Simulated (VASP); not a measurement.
Input of a VASP 6.6.1 run:

INCAR

```
ALGO     = Normal         # electronic algorithm
EDIFF    = 1E-7           # SCF threshold, eV
ENCUT    = 520            # plane-wave cutoff, eV
GGA      = PE             # functional
ISIF     = 2              # what is computed and relaxed
ISMEAR   = 0              # smearing method
LASPH    = T              # aspherical terms in the spheres
LCHARG   = T              # write CHGCAR
LELF     = T              # ELF
LREAL    = F              # projectors in reciprocal space
LVHAR    = T            
LWAVE    = F              # write WAVECAR
NBANDS   = 16             # bands
NELM     = 60             # most SCF steps
PREC     = Accurate       # precision mode
SIGMA    = 0.02           # smearing width, eV
```

Contents of KPOINTS:

```
k-points
0
Gamma
  12 12 6
```

The input POSCAR:

```
SiC
1.0
    3.0919365178      0.0000000000      0.0000000000
   -1.5459682589      2.6776955713      0.0000000000
    0.0000000000      0.0000000000      5.3787498263
Si C
2 2
Direct
    0.3333333333      0.6666666667      0.5008272805
    0.6666666667      0.3333333333      1.0008272805
    0.3333333333      0.6666666667      0.8741727195
    0.6666666667      0.3333333333      0.3741727195
```

Potentials or basis: VASP PAW PBE potentials, release 64 (Si, C).

Command:

```console
$ cat potpaw_PBE.64/Si/POTCAR potpaw_PBE.64/C/POTCAR > POTCAR
$ mpirun -np 1 vasp_std > vasp.out
```

(1) What does it give for the largest force?

(2) Predict the pressure.

(3) What does it give for the band gap on the k mesh?

Answers

(1) 0.006 eV/Å.

(2) -10.4 GPa.

(3) 2.10 eV (least direct gap 4.28 eV).

Caveat: the cell stands under tension.
